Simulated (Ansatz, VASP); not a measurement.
**Two plane-wave programs on HfZrS3**

```
CELL_PARAMETERS angstrom
4.83258 0.00000 0.00000
0.00000 4.83258 0.00000
0.00000 0.00000 4.83258
ATOMIC_POSITIONS crystal
Zr 0.50000 0.50000 0.50000
Hf 0.00000 0.00000 0.00000
S 0.50000 0.00000 0.00000
S 0.00000 0.50000 0.00000
S 0.00000 0.00000 0.50000
```

Alike in both runs: functional PBE; k mesh 4 × 4 × 4; occupations gaussian, width 0.1 eV; no spin polarisation.

Ansatz relaxed the structure, and its values are those at the end. VASP's run is a single point on that final structure, the one shown.

|  | VASP | Ansatz |
| --- | --- | --- |
| version | VASP 6.6.1 | Ansatz 0.2.0 |
| potentials or method | VASP PAW PBE potentials, release 64 (Zr_sv, Hf_pv, S), cutoff 520 eV | scalar-relativistic, plane waves, PAW |
| valence electrons in the cell | 40 | 56 |

Ansatz gave:

```
gap on the k mesh at the Fermi level (eV) : none
pressure (GPa)                            : 0.0
```

Problem. Estimate VASP's values.

Solution. gap on the k mesh at the Fermi level (eV): none; pressure (GPa): -0.4.

A gap of «none» marks a metal or a gap that the smearing closes. VASP's potentials hold 40 valence electrons a cell and Ansatz's 56, so a difference there can come from the potentials and not from the codes.

Spin-orbit coupling is off throughout.
